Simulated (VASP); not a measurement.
# H2CI2 (Fmm2) in VASP: a series of runs, part 2 of 2

VASP 6.6.1. Earlier steps stand in the parts before.

## Step 5: Single point, r2SCAN

This run uses another cell than the first one, of 23.83 Å³/atom.

Input file POSCAR:

```
H2CI2
1.0
    0.0000000000      6.5746889952      2.4083688853
    3.7616537815      0.0000000000      2.4083688853
    3.7616537815      6.5746889952      0.0000000000
H C I
2 1 2
Direct
    0.7503889657      0.9897328765      0.2496110343
    0.9897328765      0.7503889657      0.0102671235
    0.9955505810      0.9955505810      0.0044494190
    0.3764615262      0.1038860508      0.8961139492
    0.1038860508      0.3764615262      0.6235384738
```

Input file INCAR.step1:

```
PREC     = Accurate       # precision mode
ENCUT    = 520            # plane-wave cutoff, eV
ISMEAR   = 0              # smearing method
SIGMA    = 0.02           # smearing width, eV
LREAL    = F              # projectors in reciprocal space
LASPH    = T              # aspherical terms in the spheres
NELM     = 100            # most SCF steps
NBANDS   = 18             # bands
GGA      = PE             # functional
ALGO     = Normal         # electronic algorithm
EDIFF    = 1E-4           # SCF threshold, eV
LWAVE    = T              # write WAVECAR
LCHARG   = F              # write CHGCAR
```

Input file INCAR.step2:

```
PREC     = Accurate       # precision mode
ENCUT    = 520            # plane-wave cutoff, eV
EDIFF    = 1E-7           # SCF threshold, eV
ISMEAR   = 0              # smearing method
SIGMA    = 0.02           # smearing width, eV
LREAL    = F              # projectors in reciprocal space
LASPH    = T              # aspherical terms in the spheres
NELM     = 100            # most SCF steps
ALGO     = Normal         # electronic algorithm
ISIF     = 2              # what is computed and relaxed
LWAVE    = F              # write WAVECAR
LCHARG   = F              # write CHGCAR
METAGGA  = R2SCAN         # meta-GGA
LMIXTAU  = T            
NBANDS   = 18             # bands
ISTART   = 1
```

Input file KPOINTS:

```
Automatic mesh
0
Gamma
  6 6 6
```

Launch:

```console
$ cat potpaw_PBE.64/H/POTCAR potpaw_PBE.64/C/POTCAR potpaw_PBE.64/I/POTCAR > POTCAR
$ cp INCAR.step1 INCAR
$ mpirun -np 1 vasp_std > vasp.out
$ cp INCAR.step2 INCAR
$ mpirun -np 1 vasp_std > vasp.out
```

It took 5.8 min on 1 thread of Intel Xeon 6975P-C (Granite Rapids), shared host; peak memory 0.41 GiB.

Results (log left out):

| Quantity | Value |
| --- | --- |
| Free energy | -65.6359 eV |
| Pressure | -0.1 GPa |
| Largest force | 0.103 eV/Å |
| Band gap on the k mesh | 3.22 eV (least direct gap 3.31 eV) |

Forces in eV/Å, atoms in the order of the input:
```
H    0.059  0.000 -0.037
H   -0.059  0.000 -0.037
C    0.000  0.000  0.103
I    0.000 -0.033 -0.015
I    0.000  0.033 -0.015
```

Stress tensor (GPa, compression positive):
```
 0.09  0.00  0.00
 0.00 -0.21  0.00
 0.00  0.00 -0.05
```

Levels at points of the mesh, in eV from the valence-band top:
```
           k point  band 8  band 9  band 10  band 11  band 12  band 13
(0.00, 0.00, 0.00)   -0.20   -0.01     0.00     3.31     5.30     5.76
(0.50, 0.00, 0.00)   -0.84   -0.52    -0.14     3.85     5.14     6.23
(0.50, 0.50, 0.00)   -1.38   -0.51    -0.42     3.49     4.60     7.66
(0.50, 0.00, 0.50)   -0.35   -0.13    -0.10     3.22     4.92     6.86
(0.00, 0.50, 0.50)   -1.12   -0.89    -0.25     3.63     4.90     7.12
```

Caveat: the PAW data sets were made with another functional, which shifts forces and pressure a little; spin-orbit coupling is left out, which moves the levels of the heavy elements. r2SCAN opens gaps a little over a GGA but as a rule still falls short of measured ones.

## Step 6: Single point, r2SCAN (24.54 Å³/atom)

This run uses another cell than the first one, of 24.54 Å³/atom.

Input file POSCAR:

```
H2CI2
1.0
    0.0000000000      6.6134964598      2.4327099020
    3.8132284037      0.0000000000      2.4327099020
    3.8132284037      6.6134964598      0.0000000000
H C I
2 1 2
Direct
    0.7538043598      0.9899092024      0.2461956402
    0.9899092024      0.7538043598      0.0100907976
    0.9961013192      0.9961013192      0.0038986808
    0.3736725987      0.1025325201      0.8974674799
    0.1025325201      0.3736725987      0.6263274013
```

Input file INCAR.step1:

```
SYSTEM = H2CI2
PREC = Accurate ; ENCUT = 520
ISMEAR = 0 ; SIGMA = 0.02
LREAL = .False. ; LASPH = .True.
NELM = 60 ; NBANDS = 18
GGA = PE ; ALGO = Normal
EDIFF = 1E-4 ; LWAVE = .True.
LCHARG = .False.
```

Input file INCAR.step2:

```
SYSTEM = H2CI2
PREC = Accurate ; ENCUT = 520
EDIFF = 1E-7 ; ISMEAR = 0
SIGMA = 0.02 ; LREAL = .False.
LASPH = .True. ; NELM = 60
ALGO = Normal ; ISIF = 2
LWAVE = .False. ; LCHARG = .False.
METAGGA = R2SCAN ; LMIXTAU = .True.
NBANDS = 18 ; ISTART = 1
```

Input file KPOINTS:

```
Automatic mesh
0
Gamma
  6 6 6
  0 0 0
```

Potentials or basis: VASP PAW PBE potentials, release 64 (H, C, I).

Launch:

```console
$ cat potpaw_PBE.64/H/POTCAR potpaw_PBE.64/C/POTCAR potpaw_PBE.64/I/POTCAR > POTCAR
$ cp INCAR.step1 INCAR
$ mpirun -np 1 vasp_std > vasp.out
$ cp INCAR.step2 INCAR
$ mpirun -np 1 vasp_std > vasp.out
```

OUTCAR:

```text
SYSTEM = H2CI2
   PREC = Accurate
   ENCUT = 520
   EDIFF = 1E-7
   ISMEAR = 0
   LREAL = .False.
   LASPH = .True.
   NELM = 60
   ISIF = 2
   METAGGA = R2SCAN
   ISTART = 1

 ion  position               nearest neighbor table
   1  0.754  0.990  0.246-   3 1.08
   2  0.990  0.754  0.010-   3 1.08
   3  0.996  0.996  0.004-   1 1.08   2 1.08   4 2.15   5 2.15
   4  0.374  0.103  0.897-   3 2.15
   5  0.103  0.374  0.626-   3 2.15

  LATTYP: Found a face centered orthorhombic cell.
 ALAT       =     4.8654198040
 B/A-ratio  =     1.5674817620
 C/A-ratio  =     2.7185717682

  Lattice vectors:

 A1 = (   3.8132284037,   6.6134964598,   0.0000000000)
 A2 = (   0.0000000000,   6.6134964598,   2.4327099020)
 A3 = (   3.8132284037,   0.0000000000,   2.4327099020)

Analysis of symmetry for initial positions (statically):
=====================================================================
 Subroutine PRICEL returns:
 Original cell was already a primitive cell.

 Routine SETGRP: Setting up the symmetry group for a
 face centered orthorhombic supercell.

 Subroutine GETGRP returns: Found  4 space group operations
 (whereof  4 operations were pure point group operations)
 out of a pool of  8 trial point group operations.

The static configuration has the point symmetry C_2v.

Analysis of symmetry for dynamics (positions and initial velocities):
=====================================================================
 Subroutine PRICEL returns:
 Original cell was already a primitive cell.

 Routine SETGRP: Setting up the symmetry group for a
 face centered orthorhombic supercell.

 Subroutine GETGRP returns: Found  4 space group operations
 (whereof  4 operations were pure point group operations)
[... 125 lines left out ...]
   IALGO  =     38    algorithm
   IMIX   =      4    mixing-type and parameters
     AMIX     =   0.40;   BMIX     =  1.00
     AMIX_MAG =   1.60;   BMIX_MAG =  1.00
  volume/ion in A,a.u.               =      24.54       165.60
  Fermi-wavevector in a.u.,A,eV,Ry     =   0.894273  1.689931 10.880906  0.799724
  Thomas-Fermi vector in A             =   2.016457
   LORBIT       =      0    0 simple, 1 ext, 2 COOP (PROOUT), +10 PAW based schemes
   METAGGA = R2SCAN    functional components
   LHFCALC =     F    Hartree Fock is set to
   AEXX    =    0.0000 exact exchange contribution
   IVDW    =     0    specifies the selected vdW correction
   LEPSILON=     F    determine dielectric tensor
   LRPA    =     F    only Hartree local field effects (RPA)
 non-spin polarized calculation
 Gauss-broadening in eV      SIGMA  =   0.02
  energy-cutoff  :      520.00
  volume of cell :      122.70
 maximum number of plane-waves:      3322
 NGX is ok and might be reduce to    54
   NGX = 27   NGY = 17   NGZ = 29

 number of electron      20.0000001 magnetization

 Free energy of the ion-electron system (eV)
  ---------------------------------------------------
  ext. energy  EPLUGINS =         0.00000000
  ---------------------------------------------------
  free energy    TOTEN  =       -65.63411815 eV

  energy without entropy =      -65.63411815  energy(sigma->0) =      -65.63411815

 E-fermi :   0.4012     XC(G=0):  -7.8255

 val. band max:        0.3032092479   @ k =   0.0000   0.0000   0.0000
 cond. band min:       3.5410112880   @ k =   0.5000   0.0000   0.5000
 fundamental gap:      3.2378020400
 Fermi energy:         0.4012108698

 k-point     1 :       0.0000    0.0000    0.0000
  band No.  band energies     occupation
      1     -14.0719      2.00000
      2     -11.4853      2.00000
      3      -9.8293      2.00000
      4      -5.1109      2.00000
      5      -4.0753      2.00000
      6      -2.8796      2.00000
[... 481 lines left out ...]
      5      -3.8823      2.00000
      6      -3.2835      2.00000
[... 10 lines left out ...]
     17      10.4045      0.00000
     18      10.5759      0.00000

 [... further k-points ...]

------------------------ aborting loop because EDIFF is reached ----------------------------------------

  FORCE on cell =-STRESS in cart. coord.  units (eV):
  Direction    XX          YY          ZZ          XY          YZ          ZX
  --------------------------------------------------------------------------------------
  -------------------------------------------------------------------------------------
  Total       -0.0496925     -0.2726140     -0.1641799      0.0000000      0.0000000      0.0000000
  in kB       -0.6488695     -3.5597084     -2.1438098      0.0000000      0.0000000      0.0000000
  external PRESSURE =      -2.1174626 kB  Pullay stress =       0.0000000 kB

 VOLUME and BASIS-vectors are now :
 -----------------------------------------------------------------------------
  energy-cutoff  :      520.00
  volume of cell :      122.70
      direct lattice vectors                 reciprocal lattice vectors
     0.000000000  6.613496460  2.432709902    -0.131122489  0.075602974  0.205532110
     3.813228404  0.000000000  2.432709902     0.131122489 -0.075602974  0.205532110
     3.813228404  6.613496460  0.000000000     0.131122489  0.075602974 -0.205532110

 POSITION                                       TOTAL-FORCE (eV/Angst)
 -----------------------------------------------------------------------------------
      4.71355      6.61350      4.24195         0.057614     -0.000000     -0.034352
      2.91291      6.61350      4.24195        -0.057614     -0.000000     -0.034352
      3.81323      6.61350      4.84645         0.000000     -0.000000      0.103251
      3.81323      8.40668      1.15847         0.000000     -0.027307     -0.017273
      3.81323      4.82031      1.15847         0.000000      0.027307     -0.017273
 -----------------------------------------------------------------------------------
    total drift:                               -0.000002      0.000000     -0.001114

  FREE ENERGIE OF THE ION-ELECTRON SYSTEM (eV)
  ---------------------------------------------------
  free  energy   TOTEN  =       -65.6341181502 eV

  energy  without entropy=      -65.6341181502  energy(sigma->0) =      -65.63411815
```

OSZICAR.step1:

```text
N       E                     dE             d eps       ncg     rms          rms(c)
DAV:   1     0.887360075364E+02    0.88736E+02   -0.74891E+03  1656   0.890E+02
DAV:   2    -0.117585517572E+02   -0.10049E+03   -0.96584E+02  2140   0.148E+02
DAV:   3    -0.202240549113E+02   -0.84655E+01   -0.84077E+01  2078   0.485E+01
DAV:   4    -0.203967957011E+02   -0.17274E+00   -0.17266E+00  2368   0.830E+00
DAV:   5    -0.203991368825E+02   -0.23412E-02   -0.23410E-02  2152   0.828E-01    0.122E+01
DAV:   6    -0.187448106061E+02    0.16543E+01   -0.22684E+00  1946   0.117E+01    0.618E+00
DAV:   7    -0.186829218764E+02    0.61889E-01   -0.10869E+00  1830   0.535E+00    0.335E+00
DAV:   8    -0.186460756704E+02    0.36846E-01   -0.85073E-02  2024   0.169E+00    0.167E+00
DAV:   9    -0.186437127236E+02    0.23629E-02   -0.19484E-02  2146   0.101E+00    0.311E-01
DAV:  10    -0.186438964737E+02   -0.18375E-03   -0.29947E-03  1906   0.356E-01    0.188E-01
DAV:  11    -0.186440453400E+02   -0.14887E-03   -0.39596E-04  2138   0.125E-01    0.893E-02
DAV:  12    -0.186441420416E+02   -0.96702E-04   -0.15242E-04  1382   0.822E-02
   1 F= -.18644142E+02 E0= -.18644142E+02  d E =-.329401E-16
```

Run time: 4.8 min. Hardware: 1 thread of Intel Xeon 6975P-C (Granite Rapids), shared host; peak memory 0.43 GiB.

What came out:

| Quantity | Value |
| --- | --- |
| Free energy | -65.6341 eV |
| Pressure | -0.2 GPa |
| Largest force | 0.103 eV/Å |
| Band gap on the k mesh | 3.24 eV (least direct gap 3.32 eV) |

Forces on the atoms (eV/Å):
```
H    0.058  0.000 -0.034
H   -0.058  0.000 -0.034
C    0.000  0.000  0.103
I    0.000 -0.027 -0.017
I    0.000  0.027 -0.017
```

Stress tensor (GPa, compression positive):
```
-0.06  0.00  0.00
 0.00 -0.36  0.00
 0.00  0.00 -0.21
```

Levels at points of the mesh, in eV from the valence-band top:
```
           k point  band 6  band 7  band 8  band 9  band 10  band 11  band 12  band 13  band 14  band 15
(0.00, 0.00, 0.00)   -3.18   -0.83   -0.20   -0.02     0.00     3.32     5.30     5.71     6.75     8.08
(0.50, 0.00, 0.00)   -3.62   -1.36   -0.80   -0.50    -0.15     3.85     5.14     6.25     7.48     8.31
(0.50, 0.50, 0.00)   -3.57   -1.74   -1.32   -0.48    -0.40     3.53     4.64     7.70     8.24     8.44
(0.50, 0.00, 0.50)   -3.66   -1.11   -0.33   -0.13    -0.12     3.24     4.91     6.83     7.25     7.95
(0.00, 0.50, 0.50)   -3.33   -1.18   -1.06   -0.86    -0.22     3.64     4.92     7.17     7.37     7.41
```

Caveat: the PAW data sets were made with another functional, which shifts forces and pressure a little; spin-orbit coupling is left out, which moves the levels of the heavy elements. A k mesh can miss the band edges.

## Step 7: Single point, r2SCAN (25.25 Å³/atom)

This run uses another cell than the first one, of 25.25 Å³/atom.

Input file POSCAR:

```
H2CI2
1.0
    0.0000000000      6.6465546389      2.4567136916
    3.8666225789      0.0000000000      2.4567136916
    3.8666225789      6.6465546389      0.0000000000
H C I
2 1 2
Direct
    0.7572742984      0.9900810674      0.2427257016
    0.9900810674      0.7572742984      0.0099189326
    0.9967088019      0.9967088019      0.0032911981
    0.3709883948      0.1009674377      0.8990325623
    0.1009674377      0.3709883948      0.6290116052
```

Input file INCAR.step1:

```
SYSTEM = H2CI2
PREC     = Accurate       ! precision mode
ENCUT    = 520            ! plane-wave cutoff, eV
ISMEAR   = 0              ! smearing method
SIGMA    = 0.02           ! smearing width, eV
LREAL    = .FALSE.        ! projectors in reciprocal space
LASPH    = .TRUE.         ! aspherical terms in the spheres
NELM     = 100            ! most SCF steps
NBANDS   = 18             ! bands
GGA      = PE             ! functional
ALGO     = Normal         ! electronic algorithm
EDIFF    = 1E-4           ! SCF threshold, eV
LWAVE    = .TRUE.         ! write WAVECAR
LCHARG   = .FALSE.        ! write CHGCAR
```

Input file INCAR.step2:

```
SYSTEM = H2CI2
PREC     = Accurate       ! precision mode
ENCUT    = 520            ! plane-wave cutoff, eV
EDIFF    = 1E-7           ! SCF threshold, eV
ISMEAR   = 0              ! smearing method
SIGMA    = 0.02           ! smearing width, eV
LREAL    = .FALSE.        ! projectors in reciprocal space
LASPH    = .TRUE.         ! aspherical terms in the spheres
NELM     = 100            ! most SCF steps
ALGO     = Normal         ! electronic algorithm
ISIF     = 2              ! what is computed and relaxed
LWAVE    = .FALSE.        ! write WAVECAR
LCHARG   = .FALSE.        ! write CHGCAR
METAGGA  = R2SCAN         ! meta-GGA
LMIXTAU  = .TRUE.       
NBANDS   = 18             ! bands
ISTART   = 1
```

Input file KPOINTS:

```
Automatic mesh
0
G
  6 6 6
  0 0 0
```

Launch:

```console
$ cat potpaw_PBE.64/H/POTCAR potpaw_PBE.64/C/POTCAR potpaw_PBE.64/I/POTCAR > POTCAR
$ cp INCAR.step1 INCAR
$ mpirun -np 1 vasp_std > vasp.out
$ cp INCAR.step2 INCAR
$ mpirun -np 1 vasp_std > vasp.out
```

Wall time 4.5 min (1 thread of Intel Xeon 6975P-C (Granite Rapids), shared host); peak memory 0.43 GiB.

The run converged. Its results:

```yaml
Free_energy: -65.6294 eV
Pressure: -0.3 GPa
Largest_force: 0.103 eV/Å
Band_gap_on_the_k_mesh: 3.25 eV (least direct gap 3.32 eV)
```

Forces in eV/Å, atoms in the order of the input:
```
H    0.058  0.000 -0.034
H   -0.058  0.000 -0.034
C    0.000  0.000  0.103
I    0.000 -0.027 -0.017
I    0.000  0.027 -0.017
```

Stress tensor (GPa, compression positive):
```
-0.18  0.00  0.00
 0.00 -0.47  0.00
 0.00  0.00 -0.33
```

Levels at points of the mesh, in eV from the valence-band top:
| k point | band 6 | band 7 | band 8 | band 9 | band 10 | band 11 | band 12 | band 13 | band 14 | band 15 |
| --- | --- | --- | --- | --- | --- | --- | --- | --- | --- | --- |
| (0.00, 0.00, 0.00) | -3.19 | -0.80 | -0.21 | -0.05 | 0.00 | 3.32 | 5.29 | 5.65 | 6.76 | 8.09 |
| (0.50, 0.00, 0.00) | -3.59 | -1.29 | -0.77 | -0.49 | -0.15 | 3.85 | 5.14 | 6.27 | 7.48 | 8.26 |
| (0.50, 0.50, 0.00) | -3.55 | -1.64 | -1.27 | -0.46 | -0.38 | 3.56 | 4.67 | 7.74 | 8.25 | 8.36 |
| (0.50, 0.00, 0.50) | -3.63 | -1.09 | -0.32 | -0.15 | -0.14 | 3.25 | 4.91 | 6.79 | 7.20 | 7.99 |
| (0.00, 0.50, 0.50) | -3.32 | -1.12 | -1.00 | -0.83 | -0.21 | 3.64 | 4.94 | 7.20 | 7.37 | 7.39 |

Caveat: the PAW data sets were made with another functional, which shifts forces and pressure a little; spin-orbit coupling is left out, which moves the levels of the heavy elements.

## Step 8: Overview

```tsv
cell	smearing	gap on the mesh (eV)	pressure (GPa)	largest force (eV/Å)
a = 6.918, b = 4.349, c = 7.464 Å, angles 65.7, 34.9, 79.4°, 5 atoms, atomic positions A	gaussian 0.02 eV	3.13	0.4	0.12
a = 6.959, b = 4.409, c = 7.519 Å, angles 65.5, 35.2, 79.4°, 5 atoms, atomic positions B	gaussian 0.02 eV	3.17	0.1	0.11
a = 7.005, b = 4.449, c = 7.570 Å, angles 65.4, 35.3, 79.3°, 5 atoms, atomic positions C	gaussian 0.1 eV	3.21	0.0	0.10
a = 7.002, b = 4.467, c = 7.575 Å, angles 65.3, 35.4, 79.3°, 5 atoms, atomic positions D	gaussian 0.02 eV	3.22	-0.1	0.10
a = 7.047, b = 4.523, c = 7.634 Å, angles 65.1, 35.6, 79.3°, 5 atoms, atomic positions E	gaussian 0.02 eV	3.24	-0.2	0.10
a = 7.086, b = 4.581, c = 7.689 Å, angles 64.9, 35.8, 79.3°, 5 atoms, atomic positions F	gaussian 0.02 eV	3.25	-0.3	0.10
```

Alike in all rows: task single point; level r2SCAN; potentials or basis VASP PAW PBE potentials, release 64 (H, C, I); no spin polarisation; k mesh 6 × 6 × 6; cutoff (eV) 520.

Caveats: the PAW data sets were made with another functional, which shifts forces and pressure a little; spin-orbit coupling is left out, which moves the levels of the heavy elements.

Total energies depend on the potentials used, so only differences within one code and one set of settings carry meaning.
